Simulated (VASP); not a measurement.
# SnO (P4/nmm) in VASP: notebook

SnO is run at these levels: LDA; tasks: single point.

Everything below comes from runs of VASP 6.6.1. Logs are shortened: lines on timing, memory, paths and dates and some standing lists are left out, and cuts for length are marked.

## Step 1: The cell of the first run

The structure is tetragonal, space group P4/nmm (No. 129). The conventional cell has a = 3.767 Å, b = 3.767 Å, c = 4.469 Å, α = 90.00°, β = 90.00°, γ = 90.00°. Sn (site symmetry 4mm) has 4 O at 2.18 Å within 2.9 Å. Within 2.9 Å of O (site symmetry -4m2) lie 4 Sn at 2.18 Å and 4 O at 2.66 Å.

## Step 2: Single point, LDA

Contents of INCAR:

```
PREC = Accurate ; ENCUT = 1340
EDIFF = 1E-6 ; ISMEAR = 0
SIGMA = 0.15 ; LREAL = F
LASPH = T ; NELM = 120
ALGO = Normal ; ISIF = 2
LWAVE = F ; LCHARG = T
LELF = T ; LVHAR = T
NBANDS = 28 ; GGA_COMPAT = F
```

Contents of KPOINTS:

```
regular mesh
0
Gamma
  10 10 8
```

Contents of POSCAR:

```
SnO
1.0
    3.7668771934      0.0000000000      0.0000000000
    0.0000000000      3.7668771934      0.0000000000
    0.0000000000      0.0000000000      4.4691000000
Sn O
2 2
Direct
    0.0000000000      0.5000000000      0.2457459271
    0.5000000000      0.0000000000      0.7542540729
    0.0000000000      0.0000000000      0.0000000000
    0.5000000000      0.5000000000      0.0000000000
```

Potentials or basis: VASP PAW LDA potentials, release 64 (Sn_d, O_h).

Run with:

```console
cat potpaw_LDA.64/Sn_d/POTCAR potpaw_LDA.64/O_h/POTCAR > POTCAR
mpirun -np 1 vasp_std > vasp.out
```

OUTCAR:

```text
PREC = Accurate
   ENCUT = 1340
   EDIFF = 1E-6
   ISMEAR = 0
   LREAL = F
   LASPH = T
   NELM = 120
   ISIF = 2

 ion  position               nearest neighbor table
   1  0.000  0.500  0.246-   3 2.18   4 2.18   3 2.18   4 2.18   2 3.45   2 3.45   2 3.45   2 3.45
                             2 3.50   2 3.50   2 3.50   2 3.50
   2  0.500  0.000  0.754-   3 2.18   4 2.18   4 2.18   3 2.18   1 3.45   1 3.45   1 3.45   1 3.45
                             1 3.50   1 3.50   1 3.50   1 3.50
   3  0.000  0.000  0.000-   1 2.18   2 2.18   1 2.18   2 2.18
   4  0.500  0.500  0.000-   1 2.18   2 2.18   2 2.18   1 2.18

  LATTYP: Found a simple tetragonal cell.
 ALAT       =     3.7668771934
 C/A-ratio  =     1.1864204142

  Lattice vectors:

 A1 = (   3.7668771934,   0.0000000000,   0.0000000000)
 A2 = (   0.0000000000,   3.7668771934,   0.0000000000)
 A3 = (   0.0000000000,   0.0000000000,   4.4691000000)

Analysis of symmetry for initial positions (statically):
=====================================================================
 Subroutine PRICEL returns:
 Original cell was already a primitive cell.

 Routine SETGRP: Setting up the symmetry group for a
 simple tetragonal supercell.

 Subroutine GETGRP returns: Found 16 space group operations
 (whereof  8 operations were pure point group operations)
 out of a pool of 16 trial point group operations.

The static configuration has the point symmetry D_2d.
 The point group associated with its full space group is D_4h.

Analysis of symmetry for dynamics (positions and initial velocities):
=====================================================================
 Subroutine PRICEL returns:
 Original cell was already a primitive cell.

 Routine SETGRP: Setting up the symmetry group for a
 simple tetragonal supercell.

 Subroutine GETGRP returns: Found 16 space group operations
 (whereof  8 operations were pure point group operations)
 out of a pool of 16 trial point group operations.

The dynamic configuration has the point symmetry D_2d.
 The point group associated with its full space group is D_4h.

 Subroutine INISYM returns: Found 16 space group operations
 (whereof  8 operations are pure point group operations),
 and found     1 'primitive' translations

----------------------------------------------------------------------------------------

                                     Primitive cell

  volume of cell :      63.4137

  direct lattice vectors                    reciprocal lattice vectors
     3.766877193  0.000000000  0.000000000     0.265471888  0.000000000  0.000000000
     0.000000000  3.766877193  0.000000000     0.000000000  0.265471888  0.000000000
     0.000000000  0.000000000  4.469100000     0.000000000  0.000000000  0.223758699

  length of vectors
     3.766877193  3.766877193  4.469100000     0.265471888  0.265471888  0.223758699

  position of ions in fractional coordinates (direct lattice)
     0.000000000  0.500000000  0.245745927
     0.500000000  0.000000000  0.754254073
     0.000000000  0.000000000  0.000000000
     0.500000000  0.500000000  0.000000000

  ion indices of the primitive-cell ions
   primitive index   ion index
                 1           1
                 2           2
                 3           3
                 4           4

----------------------------------------------------------------------------------------

 KPOINTS: regular mesh

Automatic generation of k-mesh.
 Grid dimensions read from file:
 generate k-points for:   10   10    8

 Generating k-lattice:

  Cartesian coordinates                     Fractional coordinates (reciprocal lattice)
     0.026547189  0.000000000  0.000000000     0.100000000  0.000000000  0.000000000
     0.000000000  0.026547189  0.000000000     0.000000000  0.100000000  0.000000000
     0.000000000  0.000000000  0.027969837     0.000000000  0.000000000  0.125000000

  Length of vectors
     0.026547189  0.026547189  0.027969837

  Shift w.r.t. Gamma in fractional coordinates (k-lattice)
     0.000000000  0.000000000  0.000000000

 Subroutine IBZKPT returns following result:
 ===========================================

 Found    105 irreducible k-points:

 Following reciprocal coordinates:
            Coordinates               Weight
  0.000000  0.000000  0.000000      1.000000
  0.100000  0.000000  0.000000      4.000000
  0.200000  0.000000  0.000000      4.000000
  0.300000  0.000000  0.000000      4.000000
  0.400000  0.000000  0.000000      4.000000
  0.500000  0.000000  0.000000      2.000000
[... 16 lines left out ...]
  0.100000  0.000000  0.125000      8.000000
  0.200000  0.000000  0.125000      8.000000
 [... further k-points ...]
   k-points           NKPTS =    105   k-points in BZ     NKDIM =    105   number of bands    NBANDS=     28
   number of dos      NEDOS =    301   number of ions     NIONS =      4
   total plane-waves  NPLWV = 124416
   dimension x,y,z NGX =    48 NGY =   48 NGZ =   54
   dimension x,y,z NGXF=    96 NGYF=   96 NGZF=  108
   ions per type =               2   2
   NGX,Y,Z   is equivalent  to a cutoff of  21.18, 21.18, 20.09 a.u.
   NGXF,Y,Z  is equivalent  to a cutoff of  42.37, 42.37, 40.17 a.u.
 SYSTEM =  unknown system
   PREC   = accura    normal or accurate (medium, high low for compatibility)
   ISTART =      0    job   : 0-new  1-cont  2-samecut
   ICHARG =      2    charge: 1-file 2-atom 10-const
   ISPIN  =      1    spin polarized calculation?
   LNONCOLLINEAR =      F non collinear calculations
   LSORBIT =      F    spin-orbit coupling
   LASPH  =      T    aspherical Exc in radial PAW
   ENCUT  = 1340.0 eV  98.49 Ry    9.92 a.u.  11.24 11.24 13.34*2*pi/ulx,y,z
   NELM   =    120;   NELMIN=  2; NELMDL= -5     # of ELM steps
   EDIFF  = 0.1E-05   stopping-criterion for ELM
   LREAL  =      F    real-space projection
   EDIFFG = 0.1E-04   stopping-criterion for IOM
   NSW    =      0    number of steps for IOM
   IBRION =     -1    ionic relax: 0-MD 1-quasi-New 2-CG
   NFREE  =      0    steps in history (QN), initial steepest desc. (CG)
   ISIF   =      2    stress and relaxation
   ISYM   =      2    0-nonsym 1-usesym 2-fastsym
   POTIM  = 0.5000    time-step for ionic-motion
   TEBEG  =    0.0;   TEEND  =   0.0 temperature during run
   PSTRESS=    0.0 pullay stress
   NELECT =      40.0000    total number of electrons
   NUPDOWN=      -1.0000    fix difference up-down
   EMIN   =  10.00;   EMAX   =-10.00  energy-range for DOS
   EFERMI =   0.00;   METHOD = LEGACY
   ISMEAR =     0;   SIGMA  =   0.15  broadening in eV -4-tet -1-fermi 0-gaus
   EFERMI_NEDOS =   21; number of points for ismear=-14 and -15
   IALGO  =     38    algorithm
   IMIX   =      4    mixing-type and parameters
     AMIX     =   0.40;   BMIX     =  1.00
     AMIX_MAG =   1.60;   BMIX_MAG =  1.00
  volume/ion in A,a.u.               =      15.85       106.98
  Fermi-wavevector in a.u.,A,eV,Ry     =   1.404000  2.653176 26.820029  1.971216
  Thomas-Fermi vector in A             =   2.526606
   LORBIT       =      0    0 simple, 1 ext, 2 COOP (PROOUT), +10 PAW based schemes
   GGA     = CA    functional components
   LHFCALC =     F    Hartree Fock is set to
   AEXX    =    0.0000 exact exchange contribution
   IVDW    =     0    specifies the selected vdW correction
   LEPSILON=     F    determine dielectric tensor
   LRPA    =     F    only Hartree local field effects (RPA)
 non-spin polarized calculation
 Gauss-broadening in eV      SIGMA  =   0.15
  energy-cutoff  :     1340.00
  volume of cell :       63.41
 maximum number of plane-waves:      7108
 NGX is ok and might be reduce to    48
   NGX = 23   NGY = 23   NGZ = 27

 number of electron      39.9999998 magnetization

 Free energy of the ion-electron system (eV)
  ---------------------------------------------------
  ext. energy  EPLUGINS =         0.00000000
  ---------------------------------------------------
  free energy    TOTEN  =       -25.69648165 eV

  energy without entropy =      -25.69457738  energy(sigma->0) =      -25.69552951

 E-fermi :   8.4244     XC(G=0): -11.2127

 val. band max:        8.3402127379   @ k =   0.1000   0.1000   0.0000
 cond. band min:       8.4857970452   @ k =   0.5000   0.5000   0.1250
 fundamental gap:      0.1455843073
 Fermi energy:         8.4244121734

 k-point     1 :       0.0000    0.0000    0.0000
  band No.  band energies     occupation
      1     -13.7861      2.00000
      2     -13.2238      2.00000
      3     -13.2238      2.00000
      4     -13.1782      2.00000
      5     -13.1556      2.00000
      6     -13.1366      2.00000
[... 20 lines left out ...]
     27      15.2352      0.00000
     28      15.3900      0.00000

 k-point     2 :       0.1000    0.0000    0.0000
  band No.  band energies     occupation
      1     -13.7791      2.00000
      2     -13.2201      2.00000
      3     -13.2196      2.00000
      4     -13.1843      2.00000
      5     -13.1505      2.00000
      6     -13.1503      2.00000
[... 20 lines left out ...]
     27      15.3199      0.00000
     28      16.2473      0.00000

 k-point     3 :       0.2000    0.0000    0.0000
  band No.  band energies     occupation
      1     -13.7590      2.00000
      2     -13.2984      2.00000
      3     -13.2093      2.00000
      4     -13.2076      2.00000
      5     -13.1522      2.00000
      6     -13.1378      2.00000
[... 20 lines left out ...]
     27      15.4816      0.00000
     28      17.8677      0.00000

 k-point     4 :       0.3000    0.0000    0.0000
  band No.  band energies     occupation
      1     -13.7276      2.00000
      2     -13.4282      2.00000
      3     -13.1925      2.00000
      4     -13.1896      2.00000
      5     -13.1425      2.00000
      6     -13.1386      2.00000
[... 578 lines left out ...]
     27      15.2608      0.00000
     28      15.5411      0.00000

 k-point    23 :       0.1000    0.0000    0.1250
  band No.  band energies     occupation
      1     -13.7746      2.00000
      2     -13.2209      2.00000
      3     -13.2156      2.00000
      4     -13.1863      2.00000
      5     -13.1618      2.00000
      6     -13.1372      2.00000
[... 20 lines left out ...]
     27      15.4530      0.00000
     28      16.3370      0.00000

 k-point    24 :       0.2000    0.0000    0.1250
  band No.  band energies     occupation
      1     -13.7561      2.00000
      2     -13.3113      2.00000
      3     -13.2080      2.00000
      4     -13.1985      2.00000
      5     -13.1557      2.00000
      6     -13.1322      2.00000
[... 20 lines left out ...]
     27      15.7282      0.00000
     28      17.8530      0.00000

 [... further k-points ...]

------------------------ aborting loop because EDIFF is reached ----------------------------------------

  FORCE on cell =-STRESS in cart. coord.  units (eV):
  Direction    XX          YY          ZZ          XY          YZ          ZX
  --------------------------------------------------------------------------------------
  -------------------------------------------------------------------------------------
  Total        1.4529348      1.4529348      2.3278295      0.0000000      0.0000000      0.0000000
  in kB       36.7090972     36.7090972     58.8137347      0.0000000      0.0000000      0.0000000
  external PRESSURE =      44.0773097 kB  Pullay stress =       0.0000000 kB

 VOLUME and BASIS-vectors are now :
 -----------------------------------------------------------------------------
  energy-cutoff  :     1340.00
  volume of cell :       63.41
      direct lattice vectors                 reciprocal lattice vectors
     3.766877193  0.000000000  0.000000000     0.265471888  0.000000000  0.000000000
     0.000000000  3.766877193  0.000000000     0.000000000  0.265471888  0.000000000
     0.000000000  0.000000000  4.469100000     0.000000000  0.000000000  0.223758699

 POSITION                                       TOTAL-FORCE (eV/Angst)
 -----------------------------------------------------------------------------------
      0.00000      1.88344      1.09826         0.000000      0.000000      0.853526
      1.88344      0.00000      3.37084         0.000000      0.000000     -0.853526
      0.00000      0.00000      0.00000        -0.000000      0.000000      0.000000
      1.88344      1.88344      0.00000         0.000000      0.000000      0.000000
 -----------------------------------------------------------------------------------
    total drift:                                0.000000      0.000000      0.000000

  FREE ENERGIE OF THE ION-ELECTRON SYSTEM (eV)
  ---------------------------------------------------
  free  energy   TOTEN  =       -25.6964816450 eV

  energy  without entropy=      -25.6945773820  energy(sigma->0) =      -25.69552951
```

Wall time 5.7 min (1 thread of Intel Xeon 6975P-C (Granite Rapids), shared host); peak memory 0.73 GiB.

What came out:

- Free energy: -25.6965 eV
- Pressure: 4.4 GPa
- Largest force: 0.854 eV/Å
- Band gap on the k mesh: zero (bands 20 and 21 overlap by 0.14 eV)

Forces in eV/Å, atoms in the order of the input:
```
Sn   0.000  0.000  0.854
Sn   0.000  0.000 -0.854
O    0.000  0.000  0.000
O    0.000  0.000  0.000
```

Levels at points of the mesh, in eV from the Fermi level:
| k point | band 17 | band 18 | band 19 | band 20 | band 21 | band 22 | band 23 | band 24 |
| --- | --- | --- | --- | --- | --- | --- | --- | --- |
| (0.00, 0.00, 0.00) | -3.84 | -3.70 | -3.70 | -0.18 | 2.29 | 4.53 | 4.53 | 4.91 |
| (0.50, 0.00, 0.00) | -5.43 | -5.43 | -2.94 | -2.94 | 3.60 | 3.60 | 5.91 | 5.91 |
| (0.50, 0.50, 0.00) | -2.97 | -2.97 | -1.86 | -1.86 | -0.23 | -0.23 | 4.70 | 4.70 |
| (0.00, 0.00, 0.50) | -3.71 | -3.71 | -2.51 | -2.16 | 1.24 | 2.52 | 2.52 | 3.31 |
| (0.50, 0.00, 0.50) | -5.40 | -5.40 | -1.79 | -1.79 | 2.95 | 2.95 | 5.20 | 5.20 |
| (0.50, 0.50, 0.50) | -3.03 | -3.03 | -2.97 | -2.97 | 2.37 | 2.37 | 4.69 | 4.69 |

Caveat: the cell stands under pressure; semilocal functionals underestimate gaps, and a narrow one can read as zero; spin-orbit coupling is left out, which moves the levels of the heavy elements.

## Step 3: Single point, LDA

This run uses another cell than the first one, of 15.75 Å³/atom.

Contents of INCAR:

```
PREC = Accurate ; ENCUT = 1340
EDIFF = 1E-6 ; ISMEAR = 0
SIGMA = 0.15 ; LREAL = False
LASPH = True ; NELM = 120
ALGO = Normal ; ISIF = 2
LWAVE = False ; LCHARG = True
GGA = CA ; LELF = True
LVHAR = True ; NBANDS = 28
GGA_COMPAT = False
```

Contents of KPOINTS:

```
Automatic mesh
0
Gamma
  10 10 8
```

Contents of POSCAR:

```
SnO
1.0
    3.6790000000      0.0000000000      0.0000000000
    0.0000000000      3.6790000000      0.0000000000
    0.0000000000      0.0000000000      4.6553197995
Sn O
2 2
Direct
    0.0000000000      0.5000000000      0.2457459271
    0.5000000000      0.0000000000      0.7542540729
    0.0000000000      0.0000000000      0.0000000000
    0.5000000000      0.5000000000      0.0000000000
```

Potentials or basis: VASP PAW LDA potentials, release 64 (Sn_d, O_h).

Run with:

```console
cat potpaw_LDA.64/Sn_d/POTCAR potpaw_LDA.64/O_h/POTCAR > POTCAR
mpirun -np 1 vasp_std > vasp.out
```

It took 9.5 min on 1 thread of Intel Xeon Platinum 8488C (Sapphire Rapids), shared host; peak memory 0.72 GiB.

Results (log left out):

```
Free energy            : -25.6762 eV
Pressure               : 6.4 GPa
Largest force          : 0.768 eV/Å
Band gap on the k mesh : zero (bands 20 and 21 overlap by 0.52 eV)
```

Forces in eV/Å, atoms in the order of the input:
```
Sn   0.000  0.000  0.768
Sn   0.000  0.000 -0.768
O    0.000  0.000  0.000
O    0.000  0.000  0.000
```

Stress tensor (GPa, compression positive):
```
7.44 0.00 0.00
0.00 7.44 0.00
0.00 0.00 4.32
```

Levels at points of the mesh, in eV from the Fermi level:
```
           k point  band 18  band 19  band 20  band 21  band 22  band 23
(0.00, 0.00, 0.00)    -3.71    -3.71     0.04     2.39     4.39     4.49
(0.50, 0.00, 0.00)    -5.59    -3.34    -3.34     3.29     3.29     5.94
(0.50, 0.50, 0.00)    -2.99    -2.18    -2.18    -0.47    -0.47     4.16
(0.00, 0.00, 0.50)    -3.73    -2.83    -2.79     1.54     2.52     2.52
(0.50, 0.00, 0.50)    -5.54    -2.15    -2.15     2.63     2.63     5.32
(0.50, 0.50, 0.50)    -3.16    -2.99    -2.99     1.97     1.97     4.23
```

Caveat: the cell stands under pressure; semilocal functionals underestimate gaps, and a narrow one can read as zero; spin-orbit coupling is left out, which moves the levels of the heavy elements.

The gap in the log of VASP goes by the Fermi energy; the results here count the filled bands.